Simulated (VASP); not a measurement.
# SnO (P4/nmm) in VASP: settings compared, part 2 of 2

VASP 6.6.1. The steps go on from the part before.

**3. Single point, PBE (strain -2.0%)**

Input file INCAR:

```
  PREC = Accurate
  ENCUT = 1340
  EDIFF = 1E-6
  ISMEAR = -1
  SIGMA = 0.02
  LREAL = F
  LASPH = T
  NELM = 120
  ALGO = Normal
  ISIF = 2
  LWAVE = F
  LCHARG = F
  GGA = PE
  NBANDS = 28
  GGA_COMPAT = F
```

Input file KPOINTS:

```
regular mesh
0
Gamma
  6 6 6
```

Input file POSCAR:

```
SnO
1.0
    3.7167363005      0.0000000000      0.0000000000
    0.0000000000      3.7167363005      0.0000000000
    0.0000000000      0.0000000000      4.6632194833
Sn O
2 2
Direct
    0.0000000000      0.5000000000      0.2499927961
    0.5000000000      0.0000000000      0.7500072039
    0.5000000000      0.5000000000      0.0000000000
    0.0000000000      0.0000000000      0.0000000000
```

Potentials or basis: VASP PAW PBE potentials, release 64 (Sn_d, O_h).

The run is started by

```
> cat potpaw_PBE.64/Sn_d/POTCAR potpaw_PBE.64/O_h/POTCAR > POTCAR
> mpirun -np 1 vasp_std > vasp.out
```

OUTCAR:

```text
PREC = Accurate
   ENCUT = 1340
   EDIFF = 1E-6
   ISMEAR = -1
   LREAL = F
   LASPH = T
   NELM = 120
   ISIF = 2
   GGA = PE

 ion  position               nearest neighbor table
   1  0.000  0.500  0.250-   3 2.19   4 2.19   4 2.19   3 2.19   2 3.51   2 3.51   2 3.51   2 3.51
                             2 3.51   2 3.51   2 3.51   2 3.51
   2  0.500  0.000  0.750-   3 2.19   4 2.19   3 2.19   4 2.19   1 3.51   1 3.51   1 3.51   1 3.51
                             1 3.51   1 3.51   1 3.51   1 3.51
   3  0.500  0.500  0.000-   1 2.19   2 2.19   2 2.19   1 2.19
   4  0.000  0.000  0.000-   1 2.19   2 2.19   1 2.19   2 2.19

  LATTYP: Found a simple tetragonal cell.
 ALAT       =     3.7167363005
 C/A-ratio  =     1.2546543812

  Lattice vectors:

 A1 = (   3.7167363005,   0.0000000000,   0.0000000000)
 A2 = (   0.0000000000,   3.7167363005,   0.0000000000)
 A3 = (   0.0000000000,   0.0000000000,   4.6632194833)

Analysis of symmetry for initial positions (statically):
=====================================================================
 Subroutine PRICEL returns:
 Original cell was already a primitive cell.

 Routine SETGRP: Setting up the symmetry group for a
 simple tetragonal supercell.

 Subroutine GETGRP returns: Found 16 space group operations
 (whereof  8 operations were pure point group operations)
 out of a pool of 16 trial point group operations.

The static configuration has the point symmetry D_2d.
 The point group associated with its full space group is D_4h.

Analysis of symmetry for dynamics (positions and initial velocities):
=====================================================================
 Subroutine PRICEL returns:
 Original cell was already a primitive cell.

 Routine SETGRP: Setting up the symmetry group for a
 simple tetragonal supercell.

 Subroutine GETGRP returns: Found 16 space group operations
 (whereof  8 operations were pure point group operations)
 out of a pool of 16 trial point group operations.

The dynamic configuration has the point symmetry D_2d.
 The point group associated with its full space group is D_4h.

 Subroutine INISYM returns: Found 16 space group operations
 (whereof  8 operations are pure point group operations),
 and found     1 'primitive' translations

----------------------------------------------------------------------------------------

                                     Primitive cell

  volume of cell :      64.4183

  direct lattice vectors                    reciprocal lattice vectors
     3.716736301  0.000000000  0.000000000     0.269053255  0.000000000  0.000000000
     0.000000000  3.716736301  0.000000000     0.000000000  0.269053255  0.000000000
     0.000000000  0.000000000  4.663219483     0.000000000  0.000000000  0.214444120

  length of vectors
     3.716736301  3.716736301  4.663219483     0.269053255  0.269053255  0.214444120

  position of ions in fractional coordinates (direct lattice)
     0.000000000  0.500000000  0.249992796
     0.500000000  0.000000000  0.750007204
     0.500000000  0.500000000  0.000000000
     0.000000000  0.000000000  0.000000000

  ion indices of the primitive-cell ions
   primitive index   ion index
                 1           1
                 2           2
                 3           3
                 4           4

[... 26 lines left out ...]
 Following reciprocal coordinates:
            Coordinates               Weight
  0.000000  0.000000  0.000000      1.000000
  0.166667  0.000000  0.000000      4.000000
  0.333333  0.000000  0.000000      4.000000
  0.500000  0.000000  0.000000      2.000000
  0.166667  0.166667  0.000000      4.000000
  0.333333  0.166667  0.000000      8.000000
[... 16 lines left out ...]
  0.333333  0.000000  0.333333      8.000000
  0.500000  0.000000  0.333333      4.000000
 [... further k-points ...]
   k-points           NKPTS =     40   k-points in BZ     NKDIM =     40   number of bands    NBANDS=     28
   number of dos      NEDOS =    301   number of ions     NIONS =      4
   total plane-waves  NPLWV = 129024
   dimension x,y,z NGX =    48 NGY =   48 NGZ =   56
   dimension x,y,z NGXF=    96 NGYF=   96 NGZF=  112
   ions per type =               2   2
   NGX,Y,Z   is equivalent  to a cutoff of  21.47, 21.47, 19.96 a.u.
   NGXF,Y,Z  is equivalent  to a cutoff of  42.94, 42.94, 39.93 a.u.
 SYSTEM =  unknown system
   PREC   = accura    normal or accurate (medium, high low for compatibility)
   ISTART =      0    job   : 0-new  1-cont  2-samecut
   ICHARG =      2    charge: 1-file 2-atom 10-const
   ISPIN  =      1    spin polarized calculation?
   LNONCOLLINEAR =      F non collinear calculations
   LSORBIT =      F    spin-orbit coupling
   LASPH  =      T    aspherical Exc in radial PAW
   ENCUT  = 1340.0 eV  98.49 Ry    9.92 a.u.  11.09 11.09 13.92*2*pi/ulx,y,z
   NELM   =    120;   NELMIN=  2; NELMDL= -5     # of ELM steps
   EDIFF  = 0.1E-05   stopping-criterion for ELM
   LREAL  =      F    real-space projection
   EDIFFG = 0.1E-04   stopping-criterion for IOM
   NSW    =      0    number of steps for IOM
   IBRION =     -1    ionic relax: 0-MD 1-quasi-New 2-CG
   NFREE  =      0    steps in history (QN), initial steepest desc. (CG)
   ISIF   =      2    stress and relaxation
   ISYM   =      2    0-nonsym 1-usesym 2-fastsym
   POTIM  = 0.5000    time-step for ionic-motion
   TEBEG  =    0.0;   TEEND  =   0.0 temperature during run
   PSTRESS=    0.0 pullay stress
   NELECT =      40.0000    total number of electrons
   NUPDOWN=      -1.0000    fix difference up-down
   EMIN   =  10.00;   EMAX   =-10.00  energy-range for DOS
   EFERMI =   0.00;   METHOD = LEGACY
   ISMEAR =    -1;   SIGMA  =   0.02  broadening in eV -4-tet -1-fermi 0-gaus
   EFERMI_NEDOS =   21; number of points for ismear=-14 and -15
   IALGO  =     38    algorithm
   IMIX   =      4    mixing-type and parameters
     AMIX     =   0.40;   BMIX     =  1.00
     AMIX_MAG =   1.60;   BMIX_MAG =  1.00
  volume/ion in A,a.u.               =      16.10       108.68
  Fermi-wavevector in a.u.,A,eV,Ry     =   1.396663  2.639311 26.540453  1.950668
  Thomas-Fermi vector in A             =   2.519995
   LORBIT       =      0    0 simple, 1 ext, 2 COOP (PROOUT), +10 PAW based schemes
   GGA     = PE    functional components
   LHFCALC =     F    Hartree Fock is set to
   AEXX    =    0.0000 exact exchange contribution
   IVDW    =     0    specifies the selected vdW correction
   LEPSILON=     F    determine dielectric tensor
   LRPA    =     F    only Hartree local field effects (RPA)
 non-spin polarized calculation
  energy-cutoff  :     1340.00
  volume of cell :       64.42
 maximum number of plane-waves:      7220
 NGX is ok and might be reduce to    48
   NGX = 23   NGY = 23   NGZ = 27

 number of electron      40.0000003 magnetization

 Free energy of the ion-electron system (eV)
  ---------------------------------------------------
  ext. energy  EPLUGINS =         0.00000000
  ---------------------------------------------------
  free energy    TOTEN  =       -22.50949081 eV

  energy without entropy =      -22.50854847  energy(sigma->0) =      -22.50901964

 E-fermi :   8.5727     XC(G=0): -10.7294

 val. band max:        8.5632258069   @ k =   0.1667   0.0000   0.0000
 cond. band min:       8.6038600399   @ k =   0.5000   0.5000   0.1667
 fundamental gap:      0.0406342329
 Fermi energy:         8.5727158638

 k-point     1 :       0.0000    0.0000    0.0000
  band No.  band energies     occupation
      1     -13.7424      2.00000
      2     -13.2351      2.00000
      3     -13.2351      2.00000
      4     -13.2289      2.00000
      5     -13.1737      2.00000
      6     -13.1720      2.00000
[... 733 lines left out ...]
     27      17.7018      0.00000
     28      17.7018      0.00000

 [... further k-points ...]

------------------------ aborting loop because EDIFF is reached ----------------------------------------

  FORCE on cell =-STRESS in cart. coord.  units (eV):
  Direction    XX          YY          ZZ          XY          YZ          ZX
  --------------------------------------------------------------------------------------
  -------------------------------------------------------------------------------------
  Total        4.4516084      4.4516084      2.9879379      0.0000000      0.0000000      0.0000000
  in kB      110.7179861    110.7179861     74.3143683      0.0000000      0.0000000      0.0000000
  external PRESSURE =      98.5834468 kB  Pullay stress =       0.0000000 kB

 VOLUME and BASIS-vectors are now :
 -----------------------------------------------------------------------------
  energy-cutoff  :     1340.00
  volume of cell :       64.42
      direct lattice vectors                 reciprocal lattice vectors
     3.716736301  0.000000000  0.000000000     0.269053255  0.000000000  0.000000000
     0.000000000  3.716736301  0.000000000     0.000000000  0.269053255  0.000000000
     0.000000000  0.000000000  4.663219483     0.000000000  0.000000000  0.214444120

 POSITION                                       TOTAL-FORCE (eV/Angst)
 -----------------------------------------------------------------------------------
      0.00000      1.85837      1.16577         0.000000      0.000000      0.597217
      1.85837      0.00000      3.49745        -0.000000      0.000000     -0.597217
      1.85837      1.85837      0.00000         0.000000      0.000000      0.000000
      0.00000      0.00000      0.00000         0.000000      0.000000      0.000000
 -----------------------------------------------------------------------------------
    total drift:                                0.000000      0.000000      0.000000

  FREE ENERGIE OF THE ION-ELECTRON SYSTEM (eV)
  ---------------------------------------------------
  free  energy   TOTEN  =       -22.5094908076 eV

  energy  without entropy=      -22.5085484672  energy(sigma->0) =      -22.50901964
```

It took 7.3 min on 1 thread of Intel Xeon Platinum 8259CL at 2.50GHz (Skylake/Cascade Lake), shared host; peak memory 0.5 GiB.

Results:

| Item | Value |
| --- | --- |
| Free energy | -22.5095 eV |
| Pressure | 9.9 GPa |
| Largest force | 0.597 eV/Å |
| Band gap on the k mesh | zero (bands 20 and 21 overlap by 0.62 eV) |

Forces in eV/Å, atoms in the order of the input:
```
Sn   0.000  0.000  0.597
Sn   0.000  0.000 -0.597
O    0.000  0.000  0.000
O    0.000  0.000  0.000
```

Stress tensor (GPa, compression positive):
```
11.07  0.00  0.00
 0.00 11.07  0.00
 0.00  0.00  7.43
```

Caveat: the cell differs from its parent crystal (strain -2.0%); the cell stands under pressure; semilocal functionals underestimate gaps, and a narrow one can read as zero; spin-orbit coupling is left out, which moves the levels of the heavy elements.

The gap in the log of VASP goes by the Fermi energy; the results here count the filled bands.